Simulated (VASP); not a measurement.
# Si62P (a cell with a defect) in VASP: single point with PBEsol

Aim: the single point of Si62P (a cell with a defect) with PBEsol.

Program: VASP 6.6.1. These are calculated values, not measurements. Logs are shortened: lines on timing, memory, paths and dates and some standing lists are left out, and cuts for length are marked.

### Step 1. The cell of the first run

The cell holds a defect, 63 atoms: a = 10.860 Å, b = 10.860 Å, c = 10.860 Å, α = 90.00°, β = 90.00°, γ = 90.00°.

### Step 2. Single point, PBEsol, collinear spin

The input, INCAR:

```
ALGO = Normal
EDIFF = 1E-6
ENCUT = 400
GGA = PS
GGA_COMPAT = False
ISIF = 2
ISMEAR = 0
ISPIN = 2
LASPH = True
LCHARG = False
LORBIT = 11
LREAL = Auto
LWAVE = False
MAGMOM = 0 0 0 0 0 0 0 0 0 0 0 0 0 0 0 0 0 0 0 0 0 0 0 0 0 0 0 0 0 0 0 0 0 0 0 0 0 0 0 0 0 0 0 0 0 0 0.12 0 0 0 0 0 0 0 0 0 0 0 0 0 0 0 0
NBANDS = 168
NELM = 200
PREC = Accurate
SIGMA = 0.05
```

The input, KPOINTS:

```
k-points
0
Gamma
  1 1 1
```

The input, POSCAR:

```
Si62P
1.0
   10.8600000000      0.0000000000      0.0000000000
    0.0000000000     10.8600000000      0.0000000000
    0.0000000000      0.0000000000     10.8600000000
Si P
62 1
Direct
    0.4993000921     -0.0005328729     -0.0012670350
    0.6221937385      0.1343158379      0.1188087477
    0.7460417127      0.2596722836     -0.0103859116
    0.8762369245      0.3731255985      0.1232656538
    0.7468954880      0.0065952118      0.2438483425
    0.8741334254      0.1236943831      0.3750788214
   -0.0019693370     -0.0029206262      0.0026586556
    0.1249323204      0.1243611418      0.1248189687
    0.2504639042      0.2499902394      0.0005476059
    0.3777685083      0.3768183241      0.1227926335
    0.5021807551      0.5024287293     -0.0034776243
    0.6257485267      0.6252442910      0.1260484346
    0.7496265193      0.7490890424     -0.0006906077
    0.8724220074      0.8726534991      0.1288959484
    0.2472642726     -0.0021653775      0.2511709024
    0.3729373849      0.1224519337      0.3780317680
    0.4952027624      0.2501166667      0.2527578269
    0.6249093002      0.3771236648      0.3768883057
    0.7498196133      0.4972022099      0.2499813076
    0.8585164825      0.6132392265      0.3993390424
    0.5023531308     -0.0023796501      0.5001444751
    0.6240661142      0.1260103131      0.6251590239
    0.7503740331      0.2499668508      0.4999442910
    0.8820875691      0.3690486188      0.6248619705
    0.7463461326     -0.0054850829      0.7463201657
    0.8708585635      0.1201746777      0.8769816759
    0.0017372007      0.4986856354      0.0022147330
    0.1151753223      0.6288005525      0.1357559853
    0.2405193370      0.7527081031      0.0065160221
    0.3754435543      0.8754826888      0.1267671271
    0.0004975138      0.2483523020      0.2505831492
    0.1309322284      0.3757785451      0.3691380295
    0.2547655617      0.5041928177      0.2484105893
    0.3804901473      0.6285905157      0.3791233886
    0.5044593002      0.7526845304      0.2529965009
    0.6293557090      0.8818219153      0.3722488029
   -0.0088868324     -0.0073708103      0.5023917127
    0.1222612339      0.1238875691      0.6248545120
    0.2508830571      0.2526182320      0.5004837937
    0.3821116022      0.3836523020      0.6229645488
    0.5148886740      0.5137245856      0.5042071823
    0.8607656538      0.8597709024      0.6210133517
    0.2524879374      0.0020602210      0.7474321363
    0.3771488950      0.1276891344      0.8743115101
    0.5015808471      0.2549418048      0.7489624309
    0.6288641805      0.3930548803      0.8574051565
    0.7618883057      0.5160413444      0.7264941989
    0.8778728361      0.6250204420      0.8755154696
   -0.0181813076      0.7460422652      0.2680725599
    0.1199775322      0.8733552486      0.3764149171
    0.0056162983      0.4928567219      0.5007220994
    0.1249457643      0.6245046961      0.6254360958
    0.2488924494      0.7508225599      0.5001745856
    0.3772412523      0.8724929098      0.6252622468
   -0.0007418969      0.2438926335      0.7562265193
    0.1265495396      0.3745034070      0.8747966851
    0.2512598527      0.5008371087      0.7503170350
    0.3684220994      0.6280290976      0.8815123389
    0.4931546961      0.7457219153      0.7531395028
    0.6222295580      0.8706039595      0.8724119705
   -0.0022948435      0.7499753223      0.7483422652
    0.1247116943      0.8796962247      0.8725387661
    0.7138483425      0.6605729282      0.5627681400
```

Potentials or basis: VASP PAW PBE potentials, release 64 (Si, P).

The run is started by

```console
$ cat potpaw_PBE.64/Si/POTCAR potpaw_PBE.64/P/POTCAR > POTCAR
$ mpirun -np 1 vasp_gam > vasp.out
```

OUTCAR:

```text
EDIFF = 1E-6
   ENCUT = 400
   GGA = PS
   ISIF = 2
   ISMEAR = 0
   ISPIN = 2
   LASPH = True
   LORBIT = 11
   LREAL = Auto
   NELM = 200
   PREC = Accurate

 ion  position               nearest neighbor table
   1  0.499  0.999  0.999-  44 2.35  30 2.36  60 2.37   2 2.37
   2  0.622  0.134  0.119-  17 2.37   5 2.37   1 2.37   3 2.37
   3  0.746  0.260  0.990-   4 2.37  26 2.37   2 2.37  46 2.40
   4  0.876  0.373  0.123-  27 2.33  31 2.36  19 2.37   3 2.37
   5  0.747  0.007  0.244-  36 2.33  14 2.35   6 2.36   2 2.37
   6  0.874  0.124  0.375-  23 2.35  31 2.35  37 2.36   5 2.36
[... 27 lines left out ...]
  34  0.380  0.629  0.379-  35 2.35  41 2.35  53 2.35  33 2.39
  35  0.504  0.753  0.253-  36 2.34  34 2.35  12 2.36  30 2.37
  36  0.629  0.882  0.372-   5 2.33  21 2.33  35 2.34
  37  0.991  0.993  0.502-  50 2.35   6 2.36  42 2.40  38 2.41
  38  0.122  0.124  0.625-  55 2.35  43 2.35  39 2.39  37 2.41
  39  0.251  0.253  0.500-  32 2.35  16 2.35  38 2.39  40 2.41
  40  0.382  0.384  0.623-  45 2.35  57 2.36  41 2.40  39 2.41
  41  0.515  0.514  0.504-  34 2.35  18 2.35  40 2.40  63 2.76
  42  0.861  0.860  0.621-  25 2.35  61 2.35  37 2.40  63 2.76
[... 14 lines left out ...]
  57  0.251  0.501  0.750-  52 2.35  56 2.35  40 2.36  58 2.36
  58  0.368  0.628  0.882-  59 2.33  11 2.35  57 2.36  29 2.37
  59  0.493  0.746  0.753-  54 2.33  58 2.33  60 2.34
  60  0.622  0.871  0.872-  59 2.34  25 2.35  13 2.36   1 2.37
  61  0.998  0.750  0.748-  48 2.33  42 2.35  52 2.36  62 2.39
  62  0.125  0.880  0.873-   7 2.35  43 2.35  29 2.37  61 2.39
  63  0.714  0.661  0.563-  20 2.43  47 2.43  41 2.76  42 2.76

  LATTYP: Found a simple cubic cell.
 ALAT       =    10.8600000000

  Lattice vectors:

 A1 = (  10.8600000000,   0.0000000000,   0.0000000000)
 A2 = (   0.0000000000,  10.8600000000,   0.0000000000)
 A3 = (   0.0000000000,   0.0000000000,  10.8600000000)

Analysis of symmetry for initial positions (statically):
=====================================================================
 Subroutine PRICEL returns:
 Original cell was already a primitive cell.

 Routine SETGRP: Setting up the symmetry group for a
 simple cubic supercell.

 Subroutine GETGRP returns: Found  1 space group operations
 (whereof  1 operations were pure point group operations)
 out of a pool of 48 trial point group operations.

The static configuration has the point symmetry C_1 .

Analysis of symmetry for dynamics (positions and initial velocities):
=====================================================================
 Subroutine PRICEL returns:
 Original cell was already a primitive cell.

 Routine SETGRP: Setting up the symmetry group for a
 simple cubic supercell.

 Subroutine GETGRP returns: Found  1 space group operations
 (whereof  1 operations were pure point group operations)
 out of a pool of 48 trial point group operations.

The dynamic configuration has the point symmetry C_1 .

Analysis of structural, dynamic, and magnetic symmetry:
=====================================================================
 Subroutine PRICEL returns:
 Original cell was already a primitive cell.

 Routine SETGRP: Setting up the symmetry group for a
 simple cubic supercell.

 Subroutine GETGRP returns: Found  1 space group operations
 (whereof  1 operations were pure point group operations)
 out of a pool of 48 trial point group operations.

The overall configuration has the point symmetry C_1 .

 Subroutine INISYM returns: Found  1 space group operations
 (whereof  1 operations are pure point group operations),
 and found     1 'primitive' translations

----------------------------------------------------------------------------------------

                                     Primitive cell
[... 181 lines left out ...]
   ISTART =      0    job   : 0-new  1-cont  2-samecut
   ICHARG =      2    charge: 1-file 2-atom 10-const
   ISPIN  =      2    spin polarized calculation?
   LNONCOLLINEAR =      F non collinear calculations
   LSORBIT =      F    spin-orbit coupling
   LASPH  =      T    aspherical Exc in radial PAW
   ENCUT  =  400.0 eV  29.40 Ry    5.42 a.u.  17.71 17.71 17.71*2*pi/ulx,y,z
   NELM   =    200;   NELMIN=  2; NELMDL= -5     # of ELM steps
   EDIFF  = 0.1E-05   stopping-criterion for ELM
   LREAL  =      T    real-space projection
   EDIFFG = 0.1E-04   stopping-criterion for IOM
   NSW    =      0    number of steps for IOM
   IBRION =     -1    ionic relax: 0-MD 1-quasi-New 2-CG
   NFREE  =      0    steps in history (QN), initial steepest desc. (CG)
   ISIF   =      2    stress and relaxation
   ISYM   =      2    0-nonsym 1-usesym 2-fastsym
   POTIM  = 0.5000    time-step for ionic-motion
   TEBEG  =    0.0;   TEEND  =   0.0 temperature during run
   PSTRESS=    0.0 pullay stress
   NELECT =     253.0000    total number of electrons
   NUPDOWN=      -1.0000    fix difference up-down
   EMIN   =  10.00;   EMAX   =-10.00  energy-range for DOS
   EFERMI =   0.00;   METHOD = LEGACY
   ISMEAR =     0;   SIGMA  =   0.05  broadening in eV -4-tet -1-fermi 0-gaus
   EFERMI_NEDOS =   21; number of points for ismear=-14 and -15
   IALGO  =     38    algorithm
   IMIX   =      4    mixing-type and parameters
     AMIX     =   0.40;   BMIX     =  1.00
     AMIX_MAG =   1.60;   BMIX_MAG =  1.00
  volume/ion in A,a.u.               =      20.33       137.20
  Fermi-wavevector in a.u.,A,eV,Ry     =   0.953422  1.801706 12.367880  0.909014
  Thomas-Fermi vector in A             =   2.082076
   LORBIT       =     11    0 simple, 1 ext, 2 COOP (PROOUT), +10 PAW based schemes
   GGA     = PS    functional components
   LHFCALC =     F    Hartree Fock is set to
   AEXX    =    0.0000 exact exchange contribution
   IVDW    =     0    specifies the selected vdW correction
   LEPSILON=     F    determine dielectric tensor
   LRPA    =     F    only Hartree local field effects (RPA)
 spin polarized calculation
 Gauss-broadening in eV      SIGMA  =   0.05
  energy-cutoff  :      400.00
  volume of cell :     1280.82
 maximum number of plane-waves:     11564
 NGX is ok and might be reduce to    70
   NGX = 35   NGY = 35   NGZ = 35

 number of electron     252.9999999 magnetization       0.9081525

 Free energy of the ion-electron system (eV)
  ---------------------------------------------------
  ext. energy  EPLUGINS =         0.00000000
  ---------------------------------------------------
  free energy    TOTEN  =      -351.98624485 eV

  energy without entropy =     -351.97952796  energy(sigma->0) =     -351.98288641

 E-fermi :   5.9420     XC(G=0):  -9.4980

 val. band max:        5.8820922426   @ k =   0.0000   0.0000   0.0000
 cond. band min:       6.0018927561   @ k =   0.0000   0.0000   0.0000
 fundamental gap:      0.1198005135
 Fermi energy:         5.9419938281

 spin component 1

 k-point     1 :       0.0000    0.0000    0.0000
  band No.  band energies     occupation
      1      -6.3183      1.00000
      2      -5.5820      1.00000
      3      -5.2128      1.00000
      4      -5.1869      1.00000
      5      -5.1860      1.00000
      6      -5.1625      1.00000
[... 130 lines left out ...]
    137       6.7611      0.00000
    138       6.7882      0.00000
 Fermi energy:         5.9419938281

 spin component 2

 k-point     1 :       0.0000    0.0000    0.0000
  band No.  band energies     occupation
      1      -6.3046      1.00000
      2      -5.5600      1.00000
      3      -5.2028      1.00000
      4      -5.1768      1.00000
      5      -5.1751      1.00000
      6      -5.1453      1.00000
[... 130 lines left out ...]
    137       6.7726      0.00000
    138       6.8000      0.00000
 [bands above 138 left out]

------------------------ aborting loop because EDIFF is reached ----------------------------------------

  FORCE on cell =-STRESS in cart. coord.  units (eV):
  Direction    XX          YY          ZZ          XY          YZ          ZX
  --------------------------------------------------------------------------------------
  -------------------------------------------------------------------------------------
  Total       -4.5053846     -4.4406825     -5.4700891     -5.9642455     -2.2942483     -2.2165218
  in kB       -5.6357663     -5.5548307     -6.8425111     -7.4606492     -2.8698653     -2.7726376
  external PRESSURE =      -6.0110360 kB  Pullay stress =       0.0000000 kB

 VOLUME and BASIS-vectors are now :
 -----------------------------------------------------------------------------
  energy-cutoff  :      400.00
  volume of cell :     1280.82
      direct lattice vectors                 reciprocal lattice vectors
    10.860000000  0.000000000  0.000000000     0.092081031  0.000000000  0.000000000
     0.000000000 10.860000000  0.000000000     0.000000000  0.092081031  0.000000000
     0.000000000  0.000000000 10.860000000     0.000000000  0.000000000  0.092081031

 POSITION                                       TOTAL-FORCE (eV/Angst)
 -----------------------------------------------------------------------------------
      5.42240     10.85421     10.84624         0.002710     -0.004080     -0.006559
      6.75702      1.45867      1.29026         0.001513     -0.002589      0.008695
      8.10201      2.82004     10.74721         0.005253      0.004230     -0.002547
      9.51593      4.05214      1.33867        -0.014403     -0.000058      0.010672
      8.11128      0.07162      2.64819         0.007928      0.009936     -0.016326
      9.49309      1.34332      4.07336        -0.004297     -0.003498      0.007544
[... 55 lines left out ...]
      1.35437      9.55350      9.47577         0.000568      0.000625      0.011489
      7.75239      7.17382      6.11166        -0.005242     -0.002500      0.015438
 -----------------------------------------------------------------------------------
    total drift:                               -0.000144      0.001834      0.000636

  FREE ENERGIE OF THE ION-ELECTRON SYSTEM (eV)
  ---------------------------------------------------
  free  energy   TOTEN  =      -351.9862448524 eV

  energy  without entropy=     -351.9795279585  energy(sigma->0) =     -351.98288641

 total charge

# of ion       s       p       d       tot
------------------------------------------
    1        0.746   0.936   0.000   1.682
    2        0.751   0.924   0.000   1.675
    3        0.747   0.922   0.000   1.670
    4        0.741   0.946   0.000   1.687
    5        0.741   0.949   0.000   1.690
    6        0.741   0.951   0.000   1.692
[... 55 lines left out ...]
   62        0.748   0.936   0.000   1.683
   63        1.128   1.262   0.000   2.390
--------------------------------------------------
tot         47.299  59.297   0.000 106.596

 magnetization (x)

# of ion       s       p       d       tot
------------------------------------------
    1        0.000   0.007   0.000   0.007
    2        0.006   0.007   0.000   0.013
    3        0.003   0.002   0.000   0.005
    4       -0.000   0.002   0.000   0.002
    5       -0.000  -0.001   0.000  -0.001
    6        0.000   0.000   0.000   0.001
[... 55 lines left out ...]
   62       -0.000   0.004   0.000   0.004
   63       -0.004   0.017   0.000   0.013
--------------------------------------------------
tot          0.045   0.268   0.000   0.313
```

Run time: 16 min. Hardware: 1 thread of Intel Xeon 8259CL, shared host; peak memory 1 GiB.

What came out:

| Quantity | Value |
| --- | --- |
| Free energy | -351.9862 eV |
| Pressure | -0.6 GPa |
| Largest force | 0.033 eV/Å |
| Net moment | 0.91 μB per cell |
| Site moments | Si +0.01, +0.00, -0.00, +0.06, -0.01, +0.07 (each value once); P +0.01 μB |
| Valence electrons inside the program's atomic spheres | Si 1.68, 1.67, 1.69, 1.63, 1.70, 1.66, 1.61 (each value once); P 2.39 |

Forces on the atoms (eV/Å):
```
Si   0.003 -0.004 -0.007
Si   0.002 -0.003  0.009
Si   0.005  0.004 -0.003
Si  -0.014  0.000  0.011
Si   0.008  0.010 -0.016
Si  -0.004 -0.003  0.008
Si   0.009  0.001 -0.006
Si   0.002 -0.001  0.008
Si   0.004 -0.002 -0.006
Si  -0.004 -0.005  0.002
Si   0.000  0.005 -0.006
Si   0.008  0.004  0.001
Si  -0.004 -0.003 -0.003
Si  -0.008  0.000  0.009
Si   0.002 -0.001 -0.014
Si  -0.009 -0.003  0.004
Si   0.004 -0.001 -0.009
Si   0.004 -0.005  0.003
Si   0.007 -0.001 -0.009
Si  -0.002 -0.009  0.001
Si  -0.004 -0.001  0.005
Si   0.005  0.002  0.003
Si  -0.004 -0.001 -0.003
Si  -0.004  0.005  0.001
Si  -0.004  0.004 -0.007
Si  -0.011 -0.006  0.010
Si   0.006  0.000 -0.010
Si  -0.001  0.006  0.008
Si   0.006 -0.004 -0.009
Si  -0.005  0.004  0.004
Si   0.003 -0.001 -0.006
Si  -0.010  0.000  0.019
Si   0.005  0.003 -0.005
Si  -0.008  0.007 -0.004
Si  -0.009 -0.011 -0.002
Si   0.007 -0.004  0.012
Si   0.008  0.011 -0.007
Si   0.000 -0.001  0.004
Si  -0.001  0.000 -0.008
Si  -0.010 -0.009  0.017
Si   0.021  0.013  0.000
Si  -0.001 -0.008  0.001
Si   0.004  0.000 -0.008
Si  -0.005  0.001  0.008
Si  -0.001  0.000 -0.005
Si  -0.003 -0.009  0.010
Si  -0.001  0.019 -0.027
Si  -0.006  0.009  0.004
Si   0.004 -0.004 -0.006
Si  -0.001 -0.001  0.004
Si   0.003 -0.003 -0.013
Si   0.001  0.005  0.001
Si  -0.004 -0.005  0.001
Si  -0.003  0.012 -0.008
Si   0.009  0.007 -0.009
Si   0.000 -0.005  0.007
Si   0.003  0.003 -0.008
Si  -0.013 -0.003  0.015
Si   0.005 -0.013 -0.002
Si   0.010  0.004  0.010
Si   0.001 -0.004  0.001
Si   0.001  0.001  0.011
P   -0.005 -0.003  0.015
```

Caveat: the k points lie up to 0.58 Å⁻¹ apart; the PAW data sets were made with another functional, which shifts forces and pressure a little.
